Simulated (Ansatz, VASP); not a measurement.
**RbBr in VASP and in Ansatz**

The input INCAR:

```
SYSTEM = RbBr
  ALGO = Normal
  EDIFF = 1E-6
  ENCUT = 500
  GGA = PE
  GGA_COMPAT = .False.
  ISIF = 2
  ISMEAR = 0
  LASPH = .True.
  LCHARG = .False.
  LREAL = .False.
  LWAVE = .False.
  NBANDS = 15
  NELM = 120
  PREC = Accurate
  SIGMA = 0.1
```

File KPOINTS:

```
k-points
0
Gamma
  4 4 4
  0 0 0
```

File POSCAR:

```
RbBr
1.0
    0.0000000000      3.4275000100      3.4275000100
    3.4275000100      0.0000000000      3.4275000100
    3.4275000100      3.4275000100      0.0000000000
Rb Br
1 1
Direct
    0.0000000000      0.0000000000      0.0000000000
    0.5000000000      0.5000000000      0.5000000000
```

Input for Ansatz:

```yaml
crystal:
  lattice:
    - [0.0, 3.42750001, 3.42750001]
    - [3.42750001, 0.0, 3.42750001]
    - [3.42750001, 3.42750001, 0.0]
  atoms:
    - { symbol: Rb, position: [0.0, 0.0, 0.0] }
    - { symbol: Br, position: [0.5, 0.5, 0.5] }
basis:
  ecutwfc: 420
kpoints:
  mp_grid: { grid: [4, 4, 4] }
hamiltonian:
  xc: pbe
scf:
  occupations: { method: gaussian, width: 0.1 }
  lower_state_search: "off"
output:
  forces: true
  stress: true
  eigenvalues: true
```

Alike in both runs: task single point; functional PBE; k mesh 4 × 4 × 4; occupations gaussian, width 0.1 eV; no spin polarisation.

|  | VASP | Ansatz |
| --- | --- | --- |
| version | VASP 6.6.1 | Ansatz 0.2.0 |
| potentials or method | VASP PAW PBE potentials, release 64 (Rb_sv, Br), cutoff 500 eV | scalar-relativistic, plane waves, PAW |
| valence electrons in the cell | 16 | 16 |

```csv
,VASP,Ansatz,Ansatz less VASP
gap on the k mesh at the Fermi level (eV),4.36,4.36,+0.003
least direct gap on the mesh (eV),4.36,4.36,+0.003
pressure (GPa),1.0,1.0,-0.02
```

The functional is the same, so the differences come from potentials, cutoffs and numerics.
